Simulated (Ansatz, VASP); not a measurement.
## Two plane-wave programs on NaS6

INCAR

```
SYSTEM = NaS6
PREC = Accurate ; ENCUT = 600
EDIFF = 1E-6 ; ISMEAR = 0
SIGMA = 0.1 ; LREAL = .FALSE.
LASPH = .TRUE. ; NELM = 100
ALGO = Normal ; ISIF = 3
LWAVE = .FALSE. ; LCHARG = .FALSE.
GGA = PE ; IBRION = 2
NSW = 90 ; EDIFFG = -0.04
```

Contents of KPOINTS:

```
regular mesh
0
G
  3 3 4
  0 0 0
```

Contents of POSCAR:

```
NaS6
1.0
    6.9451968822      0.0000000000      0.0000000000
   -3.4725984411      6.0147169343      0.0000000000
    0.0000000000      0.0000000000      4.5476154845
Na S
1 6
Direct
    0.0000000000      0.0000000000      0.0000000000
    0.8186858704      0.6373717407      0.5000000000
    0.3626282593      0.1813141296      0.5000000000
    0.8186858704      0.1813141296      0.5000000000
    0.1813141296      0.3626282593      0.5000000000
    0.6373717407      0.8186858704      0.5000000000
    0.1813141296      0.8186858704      0.5000000000
```

Input for Ansatz:

```yaml
crystal:
  lattice:
    - [6.9451968822, 0.0, 0.0]
    - [-3.4725984411, 6.0147169343, 0.0]
    - [0.0, 0.0, 4.5476154845]
  atoms:
    - { symbol: Na, position: [0.0, 0.0, 0.0] }
    - { symbol: S, position: [0.8186858704, 0.6373717407, 0.5] }
    - { symbol: S, position: [0.3626282593, 0.1813141296, 0.5] }
    - { symbol: S, position: [0.8186858704, 0.1813141296, 0.5] }
    - { symbol: S, position: [0.1813141296, 0.3626282593, 0.5] }
    - { symbol: S, position: [0.6373717407, 0.8186858704, 0.5] }
    - { symbol: S, position: [0.1813141296, 0.8186858704, 0.5] }
basis:
  ecutwfc: 420
kpoints:
  mp_grid: { grid: [3, 3, 4] }
hamiltonian:
  xc: pbe
scf:
  occupations: { method: gaussian, width: 0.1 }
  lower_state_search: "off"
output:
  forces: true
  stress: true
  eigenvalues: true
relax:
  adjacent_minimum: "off"
  f_tol: 0.04
  max_steps: 70
  cell: { stress_tol: 0.4 }
```

Alike in both runs: task relaxation of cell and atoms; functional PBE; k mesh 3 × 3 × 4; occupations gaussian, width 0.1 eV; no spin polarisation.

```csv
,VASP,Ansatz
version,VASP 6.6.1,Ansatz 0.2.0
potentials or method,"VASP PAW PBE potentials, release 64 (Na_pv, S), cutoff 600 eV","scalar-relativistic, plane waves, PAW"
valence electrons in the cell,43,45
```

VASP gave:

- gap on the k mesh at the Fermi level, each at its own relaxed structure (eV): none
- relaxed volume (Å³/atom): 26.96
- relaxed cell length with the largest relative difference (Å): 6.929

Problem. What did Ansatz give for the same quantities?

Solution. gap on the k mesh at the Fermi level, each at its own relaxed structure (eV): none; relaxed volume (Å³/atom): 27.14; relaxed cell length with the largest relative difference (Å): 6.945.

A gap of «none» marks a metal or a gap that the smearing closes. VASP's potentials hold 43 valence electrons a cell and Ansatz's 45, so a difference there can come from the potentials and not from the codes.
